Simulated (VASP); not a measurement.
# BP (F-43m) in VASP: elastic constants with PBEsol

Aim: the elastic constants of BP with PBEsol.

Everything below comes from runs of VASP 6.6.1. Logs are shortened: lines on timing, memory, paths and dates and some standing lists are left out, and cuts for length are marked.

## (1) The cell of the first run

It takes space group F-43m (No. 216, cubic). Conventional cell: a = 4.520 Å, b = 4.520 Å, c = 4.520 Å, α = 90.00°, β = 90.00°, γ = 90.00°. B (site symmetry -43m) has 4 P at 1.96 Å within 2.6 Å. P (site symmetry -43m) has 4 B at 1.96 Å within 2.6 Å.

## (2) Elastic constants, PBEsol

Input file INCAR:

```
SYSTEM = BP
  ALGO = Normal
  EDIFF = 1E-8
  ENCUT = 600
  GGA = PS
  IBRION = 6
  ISIF = 3
  ISMEAR = 0
  LASPH = .TRUE.
  LCHARG = .FALSE.
  LREAL = .FALSE.
  LWAVE = .FALSE.
  NELM = 80
  NFREE = 2
  NSW = 1
  POTIM = 0.015
  PREC = Accurate
  SIGMA = 0.01
```

Input file KPOINTS:

```
k-points
0
G
  8 8 8
  0 0 0
```

Input file POSCAR:

```
BP
1.0
    2.2600718497      2.2600718497      0.0000000000
   -2.2600718497      2.2600718497      0.0000000000
    0.0000000000      2.2600718497      2.2600718497
B P
1 1
Direct
    0.0000000000      0.0000000000      0.0000000000
    0.7500000000      0.2500000000      0.5000000000
```

Potentials or basis: VASP PAW PBE potentials, release 64 (B, P).

Launch:

```
cat potpaw_PBE.64/B/POTCAR potpaw_PBE.64/P/POTCAR > POTCAR
mpirun -np 1 vasp_std > vasp.out
```

OUTCAR:

```text
SYSTEM = BP
   EDIFF = 1E-8
   ENCUT = 600
   GGA = PS
   IBRION = 6
   ISIF = 3
   ISMEAR = 0
   LASPH = .TRUE.
   LREAL = .FALSE.
   NELM = 80
   NFREE = 2
   NSW = 1
   POTIM = 0.015
   PREC = Accurate

 ion  position               nearest neighbor table
   1  0.000  0.000  0.000-   2 1.96   2 1.96   2 1.96   2 1.96
   2  0.750  0.250  0.500-   1 1.96   1 1.96   1 1.96   1 1.96

  LATTYP: Found a face centered cubic cell.
 ALAT       =     4.5201436994

  Lattice vectors:

 A1 = (   0.0000000000,   2.2600718497,   2.2600718497)
 A2 = (   2.2600718497,   0.0000000000,   2.2600718497)
 A3 = (   2.2600718497,   2.2600718497,   0.0000000000)

Analysis of symmetry for initial positions (statically):
=====================================================================
 Subroutine PRICEL returns:
 Original cell was already a primitive cell.

 Routine SETGRP: Setting up the symmetry group for a
 face centered cubic supercell.

 Subroutine GETGRP returns: Found 24 space group operations
 (whereof 24 operations were pure point group operations)
 out of a pool of 48 trial point group operations.

The static configuration has the point symmetry T_d .

Analysis of symmetry for dynamics (positions and initial velocities):
=====================================================================
 Subroutine PRICEL returns:
 Original cell was already a primitive cell.

 Routine SETGRP: Setting up the symmetry group for a
 face centered cubic supercell.

 Subroutine GETGRP returns: Found 24 space group operations
 (whereof 24 operations were pure point group operations)
 out of a pool of 48 trial point group operations.

The dynamic configuration has the point symmetry T_d .

 Subroutine INISYM returns: Found 24 space group operations
 (whereof 24 operations are pure point group operations),
 and found     1 'primitive' translations

----------------------------------------------------------------------------------------

                                     Primitive cell

  volume of cell :      23.0886

  direct lattice vectors                    reciprocal lattice vectors
     2.260071850  2.260071850  0.000000000     0.221231905  0.221231905 -0.221231905
    -2.260071850  2.260071850  0.000000000    -0.221231905  0.221231905 -0.221231905
     0.000000000  2.260071850  2.260071850     0.000000000  0.000000000  0.442463809

  length of vectors
     3.196224262  3.196224262  3.196224262     0.383184899  0.383184899  0.442463809

  position of ions in fractional coordinates (direct lattice)
     0.000000000  0.000000000  0.000000000
     0.750000000  0.250000000  0.500000000

  ion indices of the primitive-cell ions
   primitive index   ion index
                 1           1
                 2           2

----------------------------------------------------------------------------------------

 KPOINTS: k-points

Automatic generation of k-mesh.
 Grid dimensions read from file:
 generate k-points for:    8    8    8

 Generating k-lattice:

  Cartesian coordinates                     Fractional coordinates (reciprocal lattice)
     0.027653988  0.027653988 -0.027653988     0.125000000  0.000000000  0.000000000
    -0.027653988  0.027653988 -0.027653988     0.000000000  0.125000000  0.000000000
     0.000000000  0.000000000  0.055307976     0.000000000  0.000000000  0.125000000

  Length of vectors
     0.047898112  0.047898112  0.055307976

  Shift w.r.t. Gamma in fractional coordinates (k-lattice)
     0.000000000  0.000000000  0.000000000

 Subroutine IBZKPT returns following result:
 ===========================================

 Found     29 irreducible k-points:

 Following reciprocal coordinates:
            Coordinates               Weight
  0.000000  0.000000  0.000000      1.000000
  0.125000  0.000000  0.000000      8.000000
  0.250000  0.000000  0.000000      8.000000
  0.375000  0.000000  0.000000      8.000000
[... 47 lines left out ...]
   POTIM  = 0.0150    time-step for ionic-motion
   TEBEG  =    0.0;   TEEND  =   0.0 temperature during run
   PSTRESS=    0.0 pullay stress
   NELECT =       8.0000    total number of electrons
   NUPDOWN=      -1.0000    fix difference up-down
   EMIN   =  10.00;   EMAX   =-10.00  energy-range for DOS
   EFERMI =   0.00;   METHOD = LEGACY
   ISMEAR =     0;   SIGMA  =   0.01  broadening in eV -4-tet -1-fermi 0-gaus
   EFERMI_NEDOS =   21; number of points for ismear=-14 and -15
   IALGO  =     38    algorithm
   IMIX   =      4    mixing-type and parameters
     AMIX     =   0.40;   BMIX     =  1.00
     AMIX_MAG =   1.60;   BMIX_MAG =  1.00
  volume/ion in A,a.u.               =      11.54        77.90
  Fermi-wavevector in a.u.,A,eV,Ry     =   1.149845  2.172892 17.988850  1.322143
  Thomas-Fermi vector in A             =   2.286512
   LORBIT       =      0    0 simple, 1 ext, 2 COOP (PROOUT), +10 PAW based schemes
   GGA     = PS    functional components
   LHFCALC =     F    Hartree Fock is set to
   AEXX    =    0.0000 exact exchange contribution
   IVDW    =     0    specifies the selected vdW correction
   LEPSILON=     F    determine dielectric tensor
   LRPA    =     F    only Hartree local field effects (RPA)
 finite differences with symmetry
 non-spin polarized calculation
 Gauss-broadening in eV      SIGMA  =   0.01
  energy-cutoff  :      600.00
  volume of cell :       23.09
 maximum number of plane-waves:       784
 NGX is ok and might be reduce to    28
   NGX = 13   NGY = 13   NGZ = 13

--------------------------------------- Ionic step        1  -------------------------------------------

 number of electron       8.0000000 magnetization

 Free energy of the ion-electron system (eV)
  ---------------------------------------------------
  ext. energy  EPLUGINS =         0.00000000
  ---------------------------------------------------
  free energy    TOTEN  =       -13.67320636 eV

  energy without entropy =      -13.67320636  energy(sigma->0) =      -13.67320636

------------------------ aborting loop because EDIFF is reached ----------------------------------------

  FORCE on cell =-STRESS in cart. coord.  units (eV):
  Direction    XX          YY          ZZ          XY          YZ          ZX
  --------------------------------------------------------------------------------------
  -------------------------------------------------------------------------------------
  Total        0.0184502      0.0184502      0.0184502     -0.0000000     -0.0000000      0.0000000
  in kB        1.2803097      1.2803097      1.2803097     -0.0000000     -0.0000000      0.0000000
  external PRESSURE =       1.2803097 kB  Pullay stress =       0.0000000 kB
[... 89 lines left out ...]
  FREE ENERGIE OF THE ION-ELECTRON SYSTEM (eV)
  ---------------------------------------------------
  free  energy   TOTEN  =       -13.6672604764 eV

  energy  without entropy=      -13.6672604764  energy(sigma->0) =      -13.66726048

[... ionic steps 4 to 14 ...]

--------------------------------------- Ionic step       15  -------------------------------------------

 number of electron       8.0000000 magnetization

------------------------ aborting loop because EDIFF is reached ----------------------------------------
[... 67 lines left out ...]
--------------------------------------- Ionic step       17  -------------------------------------------

 number of electron       8.0000000 magnetization

 Free energy of the ion-electron system (eV)
  ---------------------------------------------------
  ext. energy  EPLUGINS =         0.00000000
  ---------------------------------------------------
  free energy    TOTEN  =       -13.67102536 eV

  energy without entropy =      -13.67102536  energy(sigma->0) =      -13.67102536

 E-fermi :   7.7946     XC(G=0): -11.0953

 val. band max:        7.6628475584   @ k =   0.0000   0.0000   0.0000
 cond. band min:       8.6940235616   @ k =  -0.3750   0.3750   0.0000
 fundamental gap:      1.0311760032
 Fermi energy:         7.7945774083

 k-point     1 :       0.0000    0.0000    0.0000
  band No.  band energies     occupation
      1      -8.0579      2.00000
      2       7.4298      2.00000
      3       7.5474      2.00000
      4       7.6628      2.00000
      5      10.8431      0.00000
      6      10.9190      0.00000
      7      10.9979      0.00000
      8      15.0682      0.00000
[... 243 lines left out ...]
 k-point    24 :       0.5000    0.2500    0.1250
  band No.  band energies     occupation
      1      -3.9828      2.00000
      2      -1.0591      2.00000
      3       2.9394      2.00000
      4       4.3996      2.00000
      5      11.6806      0.00000
      6      12.7174      0.00000
      7      15.8891      0.00000
      8      17.3334      0.00000

 [... further k-points ...]
[... 5 lines left out ...]
  --------------------------------------------------------------------------------------
  -------------------------------------------------------------------------------------
  Total        0.0186579      0.0226941      0.0226941      0.0000000     -0.1198430     -0.0000000
  in kB        1.2947216      1.5748049      1.5748049      0.0000000     -8.3162313     -0.0000000
  external PRESSURE =       1.4814438 kB  Pullay stress =       0.0000000 kB
[... 17 lines left out ...]
  FREE ENERGIE OF THE ION-ELECTRON SYSTEM (eV)
  ---------------------------------------------------
  free  energy   TOTEN  =       -13.6710253604 eV

  energy  without entropy=      -13.6710253604  energy(sigma->0) =      -13.67102536

 INTERNAL STRAIN TENSORS FROM STRAINED CELLS
 ============================================

 INTERNAL STRAIN TENSOR FOR ION    1 for displacements in x,y,z  (eV/Angst):
          X           Y           Z          XY          YZ          ZX
  --------------------------------------------------------------------------------
  x    -0.00000    -0.00000    -0.00000     0.00000    -7.99846    -0.00000
  y     0.00000     0.00000    -0.00000    -0.00000     0.00000    -7.99846
  z     0.00000    -0.00000     0.00000    -7.99805     0.00000     0.00000

 INTERNAL STRAIN TENSORS FROM DISPLACED ATOMS
 ============================================

 INTERNAL STRAIN TENSOR FOR ION    1 for displacements in x,y,z  (eV/Angst):
          X           Y           Z          XY          YZ          ZX
  --------------------------------------------------------------------------------
  x     0.00000     0.00000     0.00000     0.00000    -7.99737    -0.00000
  y     0.00000    -0.00000     0.00000    -0.00000     0.00000    -7.99737
  z     0.00000     0.00000     0.00000    -7.99737    -0.00000     0.00000

 INTERNAL STRAIN TENSOR FOR ION    2 for displacements in x,y,z  (eV/Angst):
          X           Y           Z          XY          YZ          ZX
  --------------------------------------------------------------------------------
  x     0.00000     0.00000     0.00000     0.00000     7.99125    -0.00000
  y     0.00000     0.00000     0.00000    -0.00000    -0.00000     7.99125
  z     0.00000     0.00000     0.00000     7.99125    -0.00000    -0.00000

 Eigenvectors and eigenvalues of the dynamical matrix
 ----------------------------------------------------

   1 f  =   24.312827 THz   152.762001 2PiTHz  810.988631 cm-1   100.549730 meV
             X         Y         Z           dx          dy          dz
      0.000000  0.000000  0.000000     0.860971   -0.000000   -0.000000
      1.130036  3.390108  1.130036    -0.508654    0.000000    0.000000
[... 21 lines left out ...]
   6 f/i=    0.000016 THz     0.000100 2PiTHz    0.000532 cm-1     0.000066 meV
             X         Y         Z           dx          dy          dz
      0.000000  0.000000  0.000000     0.396161   -0.166872    0.271916
      1.130036  3.390108  1.130036     0.670561   -0.282456    0.460258

--------------------------------------------------------------------------------------------------------

 ELASTIC MODULI CONTR FROM IONIC RELAXATION (kBar)
 Direction    XX          YY          ZZ          XY          YZ          ZX
 --------------------------------------------------------------------------------
 XX          -0.0000      0.0000      0.0000     -0.0000      0.0000     -0.0000
 YY           0.0000     -0.0000     -0.0000     -0.0000     -0.0000     -0.0000
 ZZ           0.0000     -0.0000     -0.0000     -0.0000     -0.0000     -0.0000
 XY          -0.0000     -0.0000     -0.0000   -228.8041     -0.0000      0.0000
 YZ           0.0000     -0.0000     -0.0000     -0.0000   -228.8041      0.0000
 ZX          -0.0000     -0.0000     -0.0000      0.0000      0.0000   -228.8041
 --------------------------------------------------------------------------------

 TOTAL ELASTIC MODULI (kBar)
 Direction    XX          YY          ZZ          XY          YZ          ZX
 --------------------------------------------------------------------------------
 XX        3463.6686    813.4133    813.4133      0.0000     -0.0000     -0.0000
 YY         813.4133   3463.6686    813.4133     -0.0000      0.0000     -0.0000
 ZZ         813.4133    813.4133   3463.6686     -0.0000     -0.0000     -0.0000
 XY           0.0000     -0.0000     -0.0000   1884.3434     -0.0000      0.0000
 YZ          -0.0000      0.0000     -0.0000     -0.0000   1884.3434      0.0000
 ZX          -0.0000     -0.0000     -0.0000      0.0000      0.0000   1884.3434
 --------------------------------------------------------------------------------
```

Run time: 6.8 min. Hardware: 1 thread of AMD EPYC 7R43 (Zen 3), shared host; peak memory 0.19 GiB.

Results:

* Elastic constants C11, C12, C44: 346, 81, 188 GPa
* Voigt bulk modulus: 170 GPa
* Highest phonon frequency at Γ, LO-TO splitting left out: 811 cm⁻¹

Phonon frequencies in cm⁻¹ (negative: imaginary):
```
              q point        frequencies
(0.000, 0.000, 0.000)  0 0 0 811 811 811
```

Elastic tensor in Voigt notation (GPa, in the Cartesian axes of the cell as first typed):
```
346  81  81   0   0   0
 81 346  81   0   0   0
 81  81 346   0   0   0
  0   0   0 188   0   0
  0   0   0   0 188   0
  0   0   0   0   0 188
```

Clamped-ion elastic tensor (GPa):
```
346  81  81   0   0   0
 81 346  81   0   0   0
 81  81 346   0   0   0
  0   0   0 211   0   0
  0   0   0   0 211   0
  0   0   0   0   0 211
```

Caveat: the PAW data sets were made with another functional, which shifts forces and pressure a little.
